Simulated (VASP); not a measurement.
Input of a VASP 6.6.1 run:

POSCAR

```
Al
1.0
    5.7275650000      0.0000000000      0.0000000000
    4.2956740000      7.4403250000      0.0000000000
    0.0000000000      0.0000000000     16.6765370000
Al
19
Direct
    0.1666665958      0.1111111410      0.0599644878
    0.6666666831      0.1111111410      0.0599644878
    0.1666667458      0.4444444295      0.0599644878
    0.6666666585      0.4444444295      0.0599644878
    0.1666666204      0.7777778524      0.0599644878
    0.6666667077      0.7777778524      0.0599644878
   -0.1726376416      0.2184801067      0.1978513285
    0.3246263022      0.2201307067      0.1984117566
   -0.1740723091      0.5537525579      0.1973663357
    0.3254012320      0.5536740667      0.1958274071
   -0.1685736221      0.8859977219      0.1964582335
    0.3356351147      0.8877382372      0.1964835385
    0.0225052031     -0.0156608750      0.3304821019
    0.5137785969      0.0019837843      0.3377060837
   -0.0261435607      0.3309359470      0.3378993492
    0.4565073833      0.3497624096      0.3316731765
   -0.0147997909      0.6661166011      0.3339983595
    0.4938558567      0.6691125724      0.3330932555
    0.7574148096      0.1752301143      0.4570946594
```

File INCAR.step1:

```
SYSTEM = Al
  ALGO = Normal
  EDIFF = 1E-4
  ENCUT = 520
  GGA = PE
  ISMEAR = 0
  LASPH = .True.
  LCHARG = .False.
  LREAL = Auto
  LWAVE = .True.
  NBANDS = 44
  NELM = 60
  PREC = Accurate
  SIGMA = 0.05
```

File INCAR.step2:

```
SYSTEM = Al
  ALGO = Normal
  EDIFF = 1E-6
  ENCUT = 520
  ISIF = 2
  ISMEAR = 0
  ISTART = 1
  IVDW = 12
  LASPH = .True.
  LCHARG = .True.
  LELF = .True.
  LMIXTAU = .True.
  LREAL = Auto
  LVHAR = .True.
  LWAVE = .False.
  METAGGA = R2SCAN
  NBANDS = 44
  NELM = 60
  PREC = Accurate
  SIGMA = 0.05
  VDW_A1 = 0.49484001
  VDW_A2 = 5.73083694
  VDW_S6 = 1.0
  VDW_S8 = 0.78981345
```

The input KPOINTS:

```
k-points
0
Gamma
  4 3 1
  0 0 0
```

Potentials or basis: VASP PAW PBE potentials, release 64 (Al).

Run with:

```bash
$ cat potpaw_PBE.64/Al/POTCAR > POTCAR
$ cp INCAR.step1 INCAR
$ mpirun -np 1 vasp_std > vasp.out
$ cp INCAR.step2 INCAR
$ mpirun -np 1 vasp_std > vasp.out
```

(1) What does it give for the largest force?

(2) What does it give for the band gap on the k mesh?

Answers

(1) 0.126 eV/Å.

(2) zero (an odd number of electrons rules out a gap without spin polarisation).

Caveat: the PAW data sets were made with another functional, which shifts forces and pressure a little.
